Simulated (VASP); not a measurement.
# Zr (P6_3/mmc) in VASP: single point with PBEsol

Aim: the single point of Zr with PBEsol.

Everything below comes from runs of VASP 6.6.1. Logs are shortened: lines on timing, memory, paths and dates and some standing lists are left out, and cuts for length are marked.

## (1) The cell of the first run

Symmetry: P6_3/mmc, No. 194, hexagonal system. Conventional cell: a = 3.188 Å, b = 3.188 Å, c = 5.102 Å, α = 90.00°, β = 90.00°, γ = 120.00°. Within 4.1 Å of Zr (site symmetry -6m2) lie 12 Zr at 3.15 to 3.19 Å.

## (2) Single point, PBEsol, non-collinear spin, typed start, spin-orbit coupling

File INCAR:

```
SYSTEM = Zr
PREC = Accurate ; ENCUT = 520
EDIFF = 1E-6 ; ISMEAR = -1
SIGMA = 0.05 ; LREAL = .False.
LASPH = .True. ; NELM = 150
ALGO = Normal ; ISIF = 2
LWAVE = .False. ; LCHARG = .True.
MAGMOM = 0 0 1 0 0 1 ; LORBIT = 11
LSORBIT = .True. ; GGA_COMPAT = .False.
LORBMOM = .True. ; LMAXMIX = 4
GGA = PS ; LVHAR = .True.
NBANDS = 36
```

File KPOINTS:

```
Automatic mesh
0
Gamma
  11 11 6
  0 0 0
```

File POSCAR:

```
Zr
1.0
    3.1878935042      0.0000000000      0.0000000000
   -1.5939467521      2.7607967592      0.0000000000
    0.0000000000      0.0000000000      5.1022363105
Zr
2
Direct
    0.3333333333      0.6666666667      0.2500000000
    0.6666666667      0.3333333333      0.7500000000
```

Potentials or basis: VASP PAW PBE potentials, release 64 (Zr_sv).

Command:

```sh
$ cat potpaw_PBE.64/Zr_sv/POTCAR > POTCAR
$ mpirun -np 1 vasp_ncl > vasp.out
```

OUTCAR:

```text
SYSTEM = Zr
   PREC = Accurate
   ENCUT = 520
   EDIFF = 1E-6
   ISMEAR = -1
   LREAL = .False.
   LASPH = .True.
   NELM = 150
   ISIF = 2
   LORBIT = 11
   LSORBIT = .True.
   GGA = PS

 ion  position               nearest neighbor table
   1  0.333  0.667  0.250-   2 3.15   2 3.15   2 3.15   2 3.15   2 3.15   2 3.15
   2  0.667  0.333  0.750-   1 3.15   1 3.15   1 3.15   1 3.15   1 3.15   1 3.15

  LATTYP: Found a hexagonal cell.
 ALAT       =     3.1878935042
 C/A-ratio  =     1.6005040017

  Lattice vectors:

 A1 = (   3.1878935042,   0.0000000000,   0.0000000000)
 A2 = (  -1.5939467521,   2.7607967592,   0.0000000000)
 A3 = (   0.0000000000,   0.0000000000,   5.1022363105)

Analysis of symmetry for initial positions (statically):
=====================================================================
 Subroutine PRICEL returns:
 Original cell was already a primitive cell.

 Routine SETGRP: Setting up the symmetry group for a
 hexagonal supercell.

 Subroutine GETGRP returns: Found 24 space group operations
 (whereof 12 operations were pure point group operations)
 out of a pool of 24 trial point group operations.

The static configuration has the point symmetry D_3d.
 The point group associated with its full space group is D_6h.

Analysis of symmetry for dynamics (positions and initial velocities):
=====================================================================
 Subroutine PRICEL returns:
 Original cell was already a primitive cell.

 Routine SETGRP: Setting up the symmetry group for a
 hexagonal supercell.

 Subroutine GETGRP returns: Found 24 space group operations
 (whereof 12 operations were pure point group operations)
 out of a pool of 24 trial point group operations.

The dynamic configuration has the point symmetry D_3d.
 The point group associated with its full space group is D_6h.

Analysis of structural, dynamic, and magnetic symmetry:
=====================================================================
 Subroutine PRICEL returns:
 Original cell was already a primitive cell.

 Routine SETGRP: Setting up the symmetry group for a
 hexagonal supercell.

 Subroutine GETGRP returns: Found 12 space group operations
 (whereof  6 operations were pure point group operations)
 out of a pool of 24 trial point group operations.

The overall configuration has the point symmetry S_6 .
 The point group associated with its full space group is C_6h.

 Subroutine INISYM returns: Found 12 space group operations
 (whereof  6 operations are pure point group operations),
 and found     1 'primitive' translations

----------------------------------------------------------------------------------------

                                     Primitive cell

  volume of cell :      44.9054

  direct lattice vectors                    reciprocal lattice vectors
     3.187893504  0.000000000  0.000000000     0.313686765  0.181107138  0.000000000
    -1.593946752  2.760796759  0.000000000     0.000000000  0.362214276  0.000000000
     0.000000000  0.000000000  5.102236311     0.000000000  0.000000000  0.195992490

  length of vectors
     3.187893504  3.187893504  5.102236311     0.362214276  0.362214276  0.195992490

  position of ions in fractional coordinates (direct lattice)
     0.333333333  0.666666667  0.250000000
     0.666666667  0.333333333  0.750000000

  ion indices of the primitive-cell ions
   primitive index   ion index
                 1           1
                 2           2

----------------------------------------------------------------------------------------

 KPOINTS: Automatic mesh

Automatic generation of k-mesh.
 Grid dimensions read from file:
 generate k-points for:   11   11    6

 Generating k-lattice:

  Cartesian coordinates                     Fractional coordinates (reciprocal lattice)
     0.028516979  0.016464285  0.000000000     0.090909091 -0.000000000  0.000000000
     0.000000000  0.032928571  0.000000000     0.000000000  0.090909091  0.000000000
     0.000000000  0.000000000  0.032665415     0.000000000  0.000000000  0.166666667

  Length of vectors
     0.032928571  0.032928571  0.032665415

  Shift w.r.t. Gamma in fractional coordinates (k-lattice)
     0.000000000  0.000000000  0.000000000

 Subroutine IBZKPT returns following result:
 ===========================================

 Found     84 irreducible k-points:

 Following reciprocal coordinates:
            Coordinates               Weight
  0.000000  0.000000  0.000000      1.000000
  0.090909  0.000000  0.000000      6.000000
  0.181818  0.000000  0.000000      6.000000
[... 39 lines left out ...]
   NELM   =    150;   NELMIN=  2; NELMDL= -5     # of ELM steps
   EDIFF  = 0.1E-05   stopping-criterion for ELM
   LREAL  =      F    real-space projection
[... 7 lines left out ...]
   TEBEG  =    0.0;   TEEND  =   0.0 temperature during run
   PSTRESS=    0.0 pullay stress
   NELECT =      24.0000    total number of electrons
   NUPDOWN=      -1.0000    fix difference up-down
   EMIN   =  10.00;   EMAX   =-10.00  energy-range for DOS
   EFERMI =   0.00;   METHOD = LEGACY
   ISMEAR =    -1;   SIGMA  =   0.05  broadening in eV -4-tet -1-fermi 0-gaus
   EFERMI_NEDOS =   21; number of points for ismear=-14 and -15
   IALGO  =     38    algorithm
   IMIX   =      4    mixing-type and parameters
     AMIX     =   0.40;   BMIX     =  1.00
     AMIX_MAG =   1.60;   BMIX_MAG =  1.00
  volume/ion in A,a.u.               =      22.45       151.52
  Fermi-wavevector in a.u.,A,eV,Ry     =   1.328553  2.510602 24.015015  1.765054
  Thomas-Fermi vector in A             =   2.457782
   LORBIT       =     11    0 simple, 1 ext, 2 COOP (PROOUT), +10 PAW based schemes
   GGA     = PS    functional components
   LHFCALC =     F    Hartree Fock is set to
   AEXX    =    0.0000 exact exchange contribution
   IVDW    =     0    specifies the selected vdW correction
   LEPSILON=     F    determine dielectric tensor
   LRPA    =     F    only Hartree local field effects (RPA)
  energy-cutoff  :      520.00
  volume of cell :       44.91
 maximum number of plane-waves:      2450
   NGX = 11   NGY = 11   NGZ = 19

 number of electron      24.0000000 magnetization      -0.0000000     -0.0000000     -0.0154375

 number of electron      24.0000000 magnetization       0.0000000      0.0000000      0.0032096

 number of electron      24.0000000 magnetization      -0.0000000      0.0000000      0.0011493

 number of electron      24.0000000 magnetization       0.0000000     -0.0000000     -0.0001447

 Free energy of the ion-electron system (eV)
  ---------------------------------------------------
  ext. energy  EPLUGINS =         0.00000000
  ---------------------------------------------------
  free energy    TOTEN  =       -18.31526187 eV

  energy without entropy =      -18.30009223  energy(sigma->0) =      -18.30767705

 E-fermi :   9.2744     XC(G=0): -11.3691

 val. band max:        9.2551316404   @ k =   0.2727   0.2727   0.5000
 cond. band min:       9.2772791165   @ k =   0.0909   0.0909   0.3333
 fundamental gap:      0.0221474761
 Fermi energy:         9.2744385187

 k-point     1 :       0.0000    0.0000    0.0000
  band No.  band energies     occupation
      1     -39.3938      1.00000
      2     -39.3938      1.00000
      3     -39.2157      1.00000
      4     -39.2156      1.00000
      5     -18.6357      1.00000
      6     -18.6356      1.00000
[... 925 lines left out ...]
     35      11.8005      0.00000
     36      11.8006      0.00000

 [... further k-points ...]

------------------------ aborting loop because EDIFF is reached ----------------------------------------

  FORCE on cell =-STRESS in cart. coord.  units (eV):
  Direction    XX          YY          ZZ          XY          YZ          ZX
  --------------------------------------------------------------------------------------
  -------------------------------------------------------------------------------------
  Total       -0.0003468     -0.0003468      0.0194783     -0.0000001      0.0000000      0.0000000
  in kB       -0.0123723     -0.0123723      0.6949631     -0.0000030      0.0000000      0.0000000
  external PRESSURE =       0.2234062 kB  Pullay stress =       0.0000000 kB

 VOLUME and BASIS-vectors are now :
 -----------------------------------------------------------------------------
  energy-cutoff  :      520.00
  volume of cell :       44.91
      direct lattice vectors                 reciprocal lattice vectors
     3.187893504  0.000000000  0.000000000     0.313686765  0.181107138  0.000000000
    -1.593946752  2.760796759  0.000000000     0.000000000  0.362214276  0.000000000
     0.000000000  0.000000000  5.102236311     0.000000000  0.000000000  0.195992490

 POSITION                                       TOTAL-FORCE (eV/Angst)
 -----------------------------------------------------------------------------------
     -0.00000      1.84053      1.27556        -0.000000      0.000000      0.000000
      1.59395      0.92027      3.82668         0.000000     -0.000000     -0.000000
 -----------------------------------------------------------------------------------
    total drift:                               -0.000000      0.000000     -0.000000

  FREE ENERGIE OF THE ION-ELECTRON SYSTEM (eV)
  ---------------------------------------------------
  free  energy   TOTEN  =       -18.3152618730 eV

  energy  without entropy=      -18.3000922302  energy(sigma->0) =      -18.30767705

 orbital moment (x)

 # of ion     p       d       tot
 ----------------------------------------
  1         0.000   0.000   0.000
  2         0.000  -0.000  -0.000
 ----------------------------------------
            0.000   0.000   0.000

 orbital moment (y)

 # of ion     p       d       tot
 ----------------------------------------
  1        -0.000   0.000  -0.000
  2        -0.000   0.000  -0.000
 ----------------------------------------
           -0.000   0.000  -0.000

 orbital moment (z)

 # of ion     p       d       tot
 ----------------------------------------
  1        -0.000   0.000   0.000
  2        -0.000   0.000   0.000
 ----------------------------------------
           -0.000   0.000   0.000

 Spin-Orbit-Coupling matrix elements

 Ion:    1  E_soc:     -0.1442248
 l=   1
     0.0000000    -0.0233151    -0.0234478
    -0.0233151     0.0000000    -0.0233151
    -0.0234478    -0.0233151     0.0000000
 l=   2
     0.0000000    -0.0001218     0.0000000    -0.0001218    -0.0005572
    -0.0001218     0.0000000    -0.0004364    -0.0001173    -0.0001218
     0.0000000    -0.0004364     0.0000000    -0.0004364     0.0000000
    -0.0001218    -0.0001173    -0.0004364     0.0000000    -0.0001218
    -0.0005572    -0.0001218     0.0000000    -0.0001218     0.0000000
 l=   3
     0.0000000     0.0000000     0.0000000     0.0000000     0.0000000     0.0000000     0.0000000
     0.0000000     0.0000000     0.0000000     0.0000000     0.0000000     0.0000000     0.0000000
     0.0000000     0.0000000     0.0000000     0.0000000     0.0000000     0.0000000     0.0000000
     0.0000000     0.0000000     0.0000000     0.0000000     0.0000000     0.0000000     0.0000000
     0.0000000     0.0000000     0.0000000     0.0000000     0.0000000     0.0000000     0.0000000
     0.0000000     0.0000000     0.0000000     0.0000000     0.0000000     0.0000000     0.0000000
     0.0000000     0.0000000     0.0000000     0.0000000     0.0000000     0.0000000     0.0000000

 Ion:    2  E_soc:     -0.1442248
 l=   1
     0.0000000    -0.0233151    -0.0234478
    -0.0233151     0.0000000    -0.0233151
    -0.0234478    -0.0233151     0.0000000
 l=   2
     0.0000000    -0.0001218     0.0000000    -0.0001218    -0.0005572
    -0.0001218     0.0000000    -0.0004364    -0.0001173    -0.0001218
     0.0000000    -0.0004364     0.0000000    -0.0004364     0.0000000
    -0.0001218    -0.0001173    -0.0004364     0.0000000    -0.0001218
    -0.0005572    -0.0001218     0.0000000    -0.0001218     0.0000000
 l=   3
     0.0000000     0.0000000     0.0000000     0.0000000     0.0000000     0.0000000     0.0000000
     0.0000000     0.0000000     0.0000000     0.0000000     0.0000000     0.0000000     0.0000000
     0.0000000     0.0000000     0.0000000     0.0000000     0.0000000     0.0000000     0.0000000
     0.0000000     0.0000000     0.0000000     0.0000000     0.0000000     0.0000000     0.0000000
     0.0000000     0.0000000     0.0000000     0.0000000     0.0000000     0.0000000     0.0000000
     0.0000000     0.0000000     0.0000000     0.0000000     0.0000000     0.0000000     0.0000000
     0.0000000     0.0000000     0.0000000     0.0000000     0.0000000     0.0000000     0.0000000

 total charge

# of ion       s       p       d       tot
------------------------------------------
    1        2.241   5.958   1.668   9.867
    2        2.241   5.958   1.668   9.867
--------------------------------------------------
tot          4.483  11.915   3.337  19.735

 magnetization (x)

# of ion       s       p       d       tot
------------------------------------------
    1        0.000  -0.000   0.000  -0.000
    2        0.000  -0.000   0.000  -0.000
--------------------------------------------------
tot          0.000  -0.000   0.000  -0.000

 magnetization (y)

# of ion       s       p       d       tot
------------------------------------------
    1        0.000   0.000   0.000   0.000
    2        0.000   0.000   0.000   0.000
--------------------------------------------------
tot          0.000   0.000   0.000   0.000

 magnetization (z)

# of ion       s       p       d       tot
------------------------------------------
    1       -0.000   0.000  -0.000  -0.000
    2       -0.000   0.000  -0.000  -0.000
--------------------------------------------------
tot         -0.000   0.000  -0.000  -0.000
```

It took 4.5 min on 1 thread of Intel Xeon 8259CL, shared host; peak memory 0.36 GiB.

Results:

```
Free energy                                           : -18.3153 eV
Pressure                                              : 0.0 GPa
Net moment                                            : 0.00 μB per cell
Valence electrons inside the program's atomic spheres : Zr 9.87
```

Moments on the atoms (μB; x, y, z):
```
Zr  0.00 0.00 0.00
Zr  0.00 0.00 0.00
```

Caveat: the PAW data sets were made with another functional, which shifts forces and pressure a little.
